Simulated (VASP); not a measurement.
# KF (zincblende type) (F-43m) in VASP: further runs, part 2 of 2

VASP 6.6.1. Earlier steps stand in the parts before.

### Step 3. Electric field gradients, PBE (25.80 Å³/atom)

This run uses another cell than the first one, of 25.80 Å³/atom.

The input, INCAR:

```
SYSTEM = KF
  PREC = Accurate
  ENCUT = 520
  EDIFF = 1E-8
  ISMEAR = -1
  SIGMA = 0.05
  LREAL = .False.
  LASPH = .True.
  NELM = 120
  ALGO = Normal
  ISIF = 2
  LWAVE = .False.
  LCHARG = .False.
  GGA = PE
  LEFG = .True.
  NBANDS = 15
  GGA_COMPAT = .False.
```

The input, KPOINTS:

```
Automatic mesh
0
Gamma
  11 11 11
  0 0 0
```

The input, POSCAR:

```
KF
1.0
    0.0000000000      2.9548362917      2.9548362917
    2.9548362917      0.0000000000      2.9548362917
    2.9548362917      2.9548362917      0.0000000000
K F
1 1
Direct
    0.0000000000      0.0000000000      0.0000000000
    0.2500000000      0.2500000000      0.2500000000
```

Potentials or basis: VASP PAW PBE potentials, release 64 (K_sv, F).

Launch:

```sh
$ cat potpaw_PBE.64/K_sv/POTCAR potpaw_PBE.64/F/POTCAR > POTCAR
$ mpirun -np 1 vasp_std > vasp.out
```

OUTCAR:

```text
SYSTEM = KF
   PREC = Accurate
   ENCUT = 520
   EDIFF = 1E-8
   ISMEAR = -1
   LREAL = .False.
   LASPH = .True.
   NELM = 120
   ISIF = 2
   GGA = PE

 ion  position               nearest neighbor table
   1  0.000  0.000  0.000-   2 2.56   2 2.56   2 2.56   2 2.56
   2  0.250  0.250  0.250-   1 2.56   1 2.56   1 2.56   1 2.56

  LATTYP: Found a face centered cubic cell.
 ALAT       =     5.9096725834

  Lattice vectors:

 A1 = (   0.0000000000,   2.9548362917,   2.9548362917)
 A2 = (   2.9548362917,   0.0000000000,   2.9548362917)
 A3 = (   2.9548362917,   2.9548362917,   0.0000000000)

Analysis of symmetry for initial positions (statically):
=====================================================================
 Subroutine PRICEL returns:
 Original cell was already a primitive cell.

 Routine SETGRP: Setting up the symmetry group for a
 face centered cubic supercell.

 Subroutine GETGRP returns: Found 24 space group operations
 (whereof 24 operations were pure point group operations)
 out of a pool of 48 trial point group operations.

The static configuration has the point symmetry T_d .

Analysis of symmetry for dynamics (positions and initial velocities):
=====================================================================
 Subroutine PRICEL returns:
 Original cell was already a primitive cell.

 Routine SETGRP: Setting up the symmetry group for a
 face centered cubic supercell.

 Subroutine GETGRP returns: Found 24 space group operations
 (whereof 24 operations were pure point group operations)
 out of a pool of 48 trial point group operations.

The dynamic configuration has the point symmetry T_d .

 Subroutine INISYM returns: Found 24 space group operations
 (whereof 24 operations are pure point group operations),
 and found     1 'primitive' translations

----------------------------------------------------------------------------------------

                                     Primitive cell

  volume of cell :      51.5977

  direct lattice vectors                    reciprocal lattice vectors
     0.000000000  2.954836292  2.954836292    -0.169214112  0.169214112  0.169214112
     2.954836292  0.000000000  2.954836292     0.169214112 -0.169214112  0.169214112
     2.954836292  2.954836292  0.000000000     0.169214112  0.169214112 -0.169214112

  length of vectors
     4.178769558  4.178769558  4.178769558     0.293087440  0.293087440  0.293087440

  position of ions in fractional coordinates (direct lattice)
     0.000000000  0.000000000  0.000000000
     0.250000000  0.250000000  0.250000000

  ion indices of the primitive-cell ions
   primitive index   ion index
                 1           1
                 2           2

----------------------------------------------------------------------------------------

 KPOINTS: Automatic mesh

Automatic generation of k-mesh.
 Grid dimensions read from file:
 generate k-points for:   11   11   11
[... 80 lines left out ...]
   EFERMI_NEDOS =   21; number of points for ismear=-14 and -15
   IALGO  =     38    algorithm
   IMIX   =      4    mixing-type and parameters
     AMIX     =   0.40;   BMIX     =  1.00
     AMIX_MAG =   1.60;   BMIX_MAG =  1.00
  volume/ion in A,a.u.               =      25.80       174.10
  Fermi-wavevector in a.u.,A,eV,Ry     =   1.108081  2.093969 16.705817  1.227843
  Thomas-Fermi vector in A             =   2.244603
   LORBIT       =      0    0 simple, 1 ext, 2 COOP (PROOUT), +10 PAW based schemes
   GGA     = PE    functional components
   LHFCALC =     F    Hartree Fock is set to
   AEXX    =    0.0000 exact exchange contribution
   IVDW    =     0    specifies the selected vdW correction
   LEPSILON=     F    determine dielectric tensor
   LRPA    =     F    only Hartree local field effects (RPA)
 non-spin polarized calculation
  energy-cutoff  :      520.00
  volume of cell :       51.60
 maximum number of plane-waves:      1411
   NGX = 15   NGY = 15   NGZ = 15

 number of electron      15.9999999 magnetization

 Free energy of the ion-electron system (eV)
  ---------------------------------------------------
  ext. energy  EPLUGINS =         0.00000000
  ---------------------------------------------------
  free energy    TOTEN  =        -8.12671396 eV

  energy without entropy =       -8.12671396  energy(sigma->0) =       -8.12671396

 E-fermi :  -2.4676     XC(G=0):  -6.9425

 val. band max:       -3.6931991151   @ k =  -0.3636   0.4545   0.1818
 cond. band min:       1.4171562007   @ k =   0.0000   0.0000   0.0000
 fundamental gap:      5.1103553158
 Fermi energy:        -2.4675730794

 k-point     1 :       0.0000    0.0000    0.0000
  band No.  band energies     occupation
      1     -29.9358      2.00000
      2     -22.2047      2.00000
      3     -13.3457      2.00000
      4     -13.3457      2.00000
      5     -13.3457      2.00000
      6      -3.8822      2.00000
      7      -3.8822      2.00000
      8      -3.8822      2.00000
      9       1.4172      0.00000
     10       7.9932      0.00000
     11       7.9932      0.00000
     12       8.1133      0.00000
     13       8.1133      0.00000
     14       8.1133      0.00000
[... 401 lines left out ...]
      2     -22.2530      2.00000
      3     -13.4415      2.00000
      4     -13.3691      2.00000
      5     -13.3563      2.00000
      6      -3.9602      2.00000
      7      -3.8296      2.00000
      8      -3.8199      2.00000
      9       2.8952      0.00000
     10       6.6731      0.00000
     11       7.1096      0.00000
     12       7.5768      0.00000
     13       8.8000      0.00000
     14       9.0538      0.00000
     15      10.9042      0.00000

 [... further k-points ...]

------------------------ aborting loop because EDIFF is reached ----------------------------------------

  FORCE on cell =-STRESS in cart. coord.  units (eV):
  Direction    XX          YY          ZZ          XY          YZ          ZX
  --------------------------------------------------------------------------------------
  -------------------------------------------------------------------------------------
  Total        0.1540474      0.1540474      0.1540474      0.0000000     -0.0000000      0.0000000
  in kB        4.7833793      4.7833793      4.7833793      0.0000000     -0.0000000      0.0000000
  external PRESSURE =       4.7833793 kB  Pullay stress =       0.0000000 kB

 VOLUME and BASIS-vectors are now :
 -----------------------------------------------------------------------------
  energy-cutoff  :      520.00
  volume of cell :       51.60
      direct lattice vectors                 reciprocal lattice vectors
     0.000000000  2.954836292  2.954836292    -0.169214112  0.169214112  0.169214112
     2.954836292  0.000000000  2.954836292     0.169214112 -0.169214112  0.169214112
     2.954836292  2.954836292  0.000000000     0.169214112  0.169214112 -0.169214112

 POSITION                                       TOTAL-FORCE (eV/Angst)
 -----------------------------------------------------------------------------------
      0.00000      0.00000      0.00000         0.000000      0.000000      0.000000
      1.47742      1.47742      1.47742        -0.000000     -0.000000     -0.000000
 -----------------------------------------------------------------------------------
    total drift:                               -0.000000     -0.000000     -0.000000

  FREE ENERGIE OF THE ION-ELECTRON SYSTEM (eV)
  ---------------------------------------------------
  free  energy   TOTEN  =        -8.1267139602 eV

  energy  without entropy=       -8.1267139601  energy(sigma->0) =       -8.12671396

 Electric field gradients (V/A^2)
---------------------------------------------------------------------
 ion       V_xx      V_yy      V_zz      V_xy      V_xz      V_yz
---------------------------------------------------------------------
   1      -0.000     0.000    -0.000     0.000     0.000     0.000
   2       0.000    -0.000     0.000     0.001     0.001     0.001
---------------------------------------------------------------------

 Electric field gradients after diagonalization (V/A^2)
 (convention: |V_zz| > |V_xx| > |V_yy|)
----------------------------------------------------------------------
 ion       V_xx      V_yy      V_zz     asymmetry (V_yy - V_xx)/ V_zz
----------------------------------------------------------------------
   1      -0.000    -0.000     0.000       0.000
   2      -0.001    -0.001     0.002       0.000
----------------------------------------------------------------------

           NMR quadrupolar parameters

 Cq : quadrupolar parameter    Cq=e*Q*V_zz/h
 eta: asymmetry parameters     (V_yy - V_xx)/ V_zz
 Q  : nuclear electric quadrupole moment in mb (millibarn)
----------------------------------------------------------------------
 ion       Cq(MHz)       eta       Q (mb)
----------------------------------------------------------------------
   1       0.000       0.000       1.000
   2       0.000       0.000       1.000
----------------------------------------------------------------------
```

OSZICAR:

```text
N       E                     dE             d eps       ncg     rms          rms(c)
DAV:   1     0.109611542043E+03    0.10961E+03   -0.77657E+03  1680   0.981E+02
DAV:   2    -0.448590867493E+01   -0.11410E+03   -0.10387E+03  2210   0.271E+02
DAV:   3    -0.953936229934E+01   -0.50535E+01   -0.50302E+01  2191   0.521E+01
DAV:   4    -0.971043131366E+01   -0.17107E+00   -0.17105E+00  2400   0.827E+00
DAV:   5    -0.971152298752E+01   -0.10917E-02   -0.10916E-02  2227   0.778E-01    0.681E+00
DAV:   6    -0.817016489503E+01    0.15414E+01   -0.46646E+00  1848   0.158E+01    0.381E+00
DAV:   7    -0.812378066284E+01    0.46384E-01   -0.12493E-01  1916   0.252E+00    0.225E+00
DAV:   8    -0.812102279606E+01    0.27579E-02   -0.80200E-02  1862   0.263E+00    0.320E-01
DAV:   9    -0.812467716541E+01   -0.36544E-02   -0.82893E-03  2094   0.571E-01    0.147E-01
DAV:  10    -0.812675795243E+01   -0.20808E-02   -0.22343E-03  1743   0.396E-01    0.581E-02
DAV:  11    -0.812670202640E+01    0.55926E-04   -0.17455E-04  2275   0.104E-01    0.173E-02
DAV:  12    -0.812671276253E+01   -0.10736E-04   -0.18440E-05  1818   0.351E-02    0.499E-03
DAV:  13    -0.812671396809E+01   -0.12056E-05   -0.23422E-06  2136   0.115E-02    0.227E-03
DAV:  14    -0.812671394493E+01    0.23165E-07   -0.22095E-07  2163   0.350E-03    0.907E-04
DAV:  15    -0.812671396332E+01   -0.18396E-07   -0.57244E-08  1981   0.182E-03    0.172E-04
DAV:  16    -0.812671396016E+01    0.31655E-08   -0.20547E-09  1659   0.397E-04
   1 F= -.81267140E+01 E0= -.81267140E+01  d E =-.303058E-10
```

stdout:

```text
POSCAR found type information on POSCAR K F
 POSCAR found :  2 types and       2 ions
 scaLAPACK will be used
 LDA part: xc-table for (Slater+PW92), standard interpolation
 POSCAR, INCAR and KPOINTS ok, starting setup
 FFT: planning ... GRIDC
 FFT: planning ... GRID_SOFT
 FFT: planning ... GRID
 WAVECAR not read
 entering main loop
ion   1

ion   2
```

Wall time 43 s (1 thread of Intel Xeon Platinum 8488C (Sapphire Rapids), shared host); peak memory 0.19 GiB.

Results:

- Free energy: -8.1267 eV
- Pressure: 0.5 GPa
- Band gap on the k mesh: 5.11 eV (least direct gap 5.30 eV)
- Largest electric field gradient by atom: zero within the noise of the run

Caveat: an odd mesh through Γ misses points on the zone boundary, where band edges can lie.

### Step 4. Electric field gradients, PBE

This run uses another cell than the first one, of 26.33 Å³/atom.

The input, INCAR:

```
PREC = Accurate
ENCUT = 520
EDIFF = 1E-8
ISMEAR = -1
SIGMA = 0.05
LREAL = F
LASPH = T
NELM = 120
ALGO = Normal
ISIF = 2
LWAVE = F
LCHARG = F
GGA = PE
LEFG = T
NBANDS = 15
GGA_COMPAT = F
```

The input, KPOINTS:

```
Automatic mesh
0
Gamma
  11 11 11
```

The input, POSCAR:

```
KF
1.0
    0.0000000000      2.9748020074      2.9748020074
    2.9748020074      0.0000000000      2.9748020074
    2.9748020074      2.9748020074      0.0000000000
K F
1 1
Direct
    0.0000000000      0.0000000000      0.0000000000
    0.2500000000      0.2500000000      0.2500000000
```

Potentials or basis: VASP PAW PBE potentials, release 64 (K_sv, F).

Launch:

```sh
$ cat potpaw_PBE.64/K_sv/POTCAR potpaw_PBE.64/F/POTCAR > POTCAR
$ mpirun -np 1 vasp_std > vasp.out
```

OUTCAR:

```text
PREC = Accurate
   ENCUT = 520
   EDIFF = 1E-8
   ISMEAR = -1
   LREAL = F
   LASPH = T
   NELM = 120
   ISIF = 2
   GGA = PE

 ion  position               nearest neighbor table
   1  0.000  0.000  0.000-   2 2.58   2 2.58   2 2.58   2 2.58
   2  0.250  0.250  0.250-   1 2.58   1 2.58   1 2.58   1 2.58

  LATTYP: Found a face centered cubic cell.
 ALAT       =     5.9496040148

  Lattice vectors:

 A1 = (   0.0000000000,   2.9748020074,   2.9748020074)
 A2 = (   2.9748020074,   0.0000000000,   2.9748020074)
 A3 = (   2.9748020074,   2.9748020074,   0.0000000000)

Analysis of symmetry for initial positions (statically):
=====================================================================
 Subroutine PRICEL returns:
 Original cell was already a primitive cell.

 Routine SETGRP: Setting up the symmetry group for a
 face centered cubic supercell.

[... 618 lines left out ...]
  energy-cutoff  :      520.00
  volume of cell :       52.65
      direct lattice vectors                 reciprocal lattice vectors
     0.000000000  2.974802007  2.974802007    -0.168078413  0.168078413  0.168078413
     2.974802007  0.000000000  2.974802007     0.168078413 -0.168078413  0.168078413
     2.974802007  2.974802007  0.000000000     0.168078413  0.168078413 -0.168078413

 POSITION                                       TOTAL-FORCE (eV/Angst)
 -----------------------------------------------------------------------------------
      0.00000      0.00000      0.00000        -0.000000     -0.000000     -0.000000
      1.48740      1.48740      1.48740         0.000000      0.000000      0.000000
 -----------------------------------------------------------------------------------
    total drift:                               -0.000000     -0.000000     -0.000000

  FREE ENERGIE OF THE ION-ELECTRON SYSTEM (eV)
  ---------------------------------------------------
  free  energy   TOTEN  =        -8.1293016593 eV

  energy  without entropy=       -8.1293016593  energy(sigma->0) =       -8.12930166

 Electric field gradients (V/A^2)
---------------------------------------------------------------------
 ion       V_xx      V_yy      V_zz      V_xy      V_xz      V_yz
---------------------------------------------------------------------
   1      -0.000    -0.000    -0.000     0.000     0.000     0.000
   2      -0.000    -0.000     0.000     0.003     0.003     0.003
---------------------------------------------------------------------

 Electric field gradients after diagonalization (V/A^2)
 (convention: |V_zz| > |V_xx| > |V_yy|)
----------------------------------------------------------------------
 ion       V_xx      V_yy      V_zz     asymmetry (V_yy - V_xx)/ V_zz
----------------------------------------------------------------------
   1      -0.000    -0.000     0.001       0.000
   2      -0.003    -0.003     0.005       0.000
----------------------------------------------------------------------

           NMR quadrupolar parameters

 Cq : quadrupolar parameter    Cq=e*Q*V_zz/h
 eta: asymmetry parameters     (V_yy - V_xx)/ V_zz
 Q  : nuclear electric quadrupole moment in mb (millibarn)
----------------------------------------------------------------------
 ion       Cq(MHz)       eta       Q (mb)
----------------------------------------------------------------------
   1       0.000       0.000       1.000
   2       0.000       0.000       1.000
----------------------------------------------------------------------
```

OSZICAR:

```text
N       E                     dE             d eps       ncg     rms          rms(c)
DAV:   1     0.107523750898E+03    0.10752E+03   -0.77054E+03  1680   0.983E+02
DAV:   2    -0.452701968674E+01   -0.11205E+03   -0.10305E+03  2220   0.270E+02
DAV:   3    -0.954724119410E+01   -0.50202E+01   -0.49995E+01  2256   0.511E+01
DAV:   4    -0.972172920303E+01   -0.17449E+00   -0.17447E+00  2398   0.846E+00
DAV:   5    -0.972290241646E+01   -0.11732E-02   -0.11732E-02  2285   0.809E-01    0.678E+00
DAV:   6    -0.817554147609E+01    0.15474E+01   -0.47028E+00  1841   0.156E+01    0.371E+00
DAV:   7    -0.812708891323E+01    0.48453E-01   -0.12538E-01  1923   0.250E+00    0.220E+00
DAV:   8    -0.812343088876E+01    0.36580E-02   -0.81768E-02  1869   0.264E+00    0.319E-01
DAV:   9    -0.812722764483E+01   -0.37968E-02   -0.83836E-03  2081   0.567E-01    0.148E-01
DAV:  10    -0.812934614397E+01   -0.21185E-02   -0.22189E-03  1736   0.394E-01    0.575E-02
DAV:  11    -0.812928987374E+01    0.56270E-04   -0.21578E-04  2289   0.112E-01    0.155E-02
DAV:  12    -0.812930031103E+01   -0.10437E-04   -0.12891E-05  1811   0.305E-02    0.408E-03
DAV:  13    -0.812930176716E+01   -0.14561E-05   -0.16029E-06  1944   0.112E-02    0.304E-03
DAV:  14    -0.812930166519E+01    0.10197E-06   -0.69843E-07  2128   0.590E-03    0.233E-04
DAV:  15    -0.812930165928E+01    0.59040E-08   -0.16231E-08  2070   0.116E-03
   1 F= -.81293017E+01 E0= -.81293017E+01  d E =-.219034E-10
```

It took 35 s on 1 thread of Intel Xeon Platinum 8488C (Sapphire Rapids), shared host; peak memory 0.19 GiB.

Results:

```
Free energy                             : -8.1293 eV
Pressure                                : 0.0 GPa
Band gap on the k mesh                  : 5.06 eV (least direct gap 5.23 eV)
Largest electric field gradient by atom : zero within the noise of the run
```

Caveat: an odd mesh through Γ misses points on the zone boundary, where band edges can lie.

### Step 5. Overview

```csv
cell,gap on the mesh (eV),pressure (GPa)
"a = 4.150 Å, angles 60.0°, 2 atoms",5.17,1.0
"a = 4.179 Å, angles 60.0°, 2 atoms",5.11,0.5
"a = 4.207 Å, angles 60.0°, 2 atoms",5.06,0.0
```

Alike in all rows: task electric field gradients; level PBE; potentials or basis VASP PAW PBE potentials, release 64 (K_sv, F); no spin polarisation; k mesh 11 × 11 × 11; cutoff (eV) 520; smearing fermi-dirac 0.05 eV.

Caveats: an odd mesh through Γ misses points on the zone boundary, where band edges can lie.

Absolute energies hang on the potentials; compare differences alone.
